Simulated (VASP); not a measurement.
A run of VASP 6.6.1 is set up as follows.

Contents of INCAR:

```
SYSTEM = Ru
PREC = Accurate
ENCUT = 600
EDIFF = 1E-6
ISMEAR = 1
SIGMA = 0.1
LREAL = .FALSE.
LASPH = .TRUE.
NELM = 100
ALGO = Normal
ISIF = 3
LWAVE = .FALSE.
LCHARG = .FALSE.
GGA = PE
IBRION = 2
NSW = 60
EDIFFG = -0.005
```

File KPOINTS:

```
Automatic mesh
0
G
  23 23 13
  0 0 0
```

File POSCAR:

```
Ru
1.0
    2.7000000000      0.0000000000      0.0000000000
   -1.3500000000      2.3382685900      0.0000000000
    0.0000000000      0.0000000000      4.2768000000
Ru
2
Direct
    0.0000000000      0.0000000000      0.0000000000
    0.3333333333      0.6666666667      0.5000000000
```

Potentials or basis: VASP PAW PBE potentials, release 64 (Ru_pv).

Command:

```sh
$ cat potpaw_PBE.64/Ru_pv/POTCAR > POTCAR
$ mpirun -np 1 vasp_std > vasp.out
```

**Question.** Predict the space group after relaxing (to 0.1 Å).

**Answer.** P6_3/mmc (No. 194).

**Question.** What does it give for the band gap on the k mesh?

**Answer.** Zero (bands 14 and 15 overlap by 3.09 eV).

Final structure:
```
Ru
1.0
     2.72039    0.00000    0.00000
    -1.36019    2.35592    0.00000
     0.00000    0.00000    4.29261
Ru
2
Direct
  0.00000 0.00000 0.00000
  0.33333 0.66667 0.50000
```
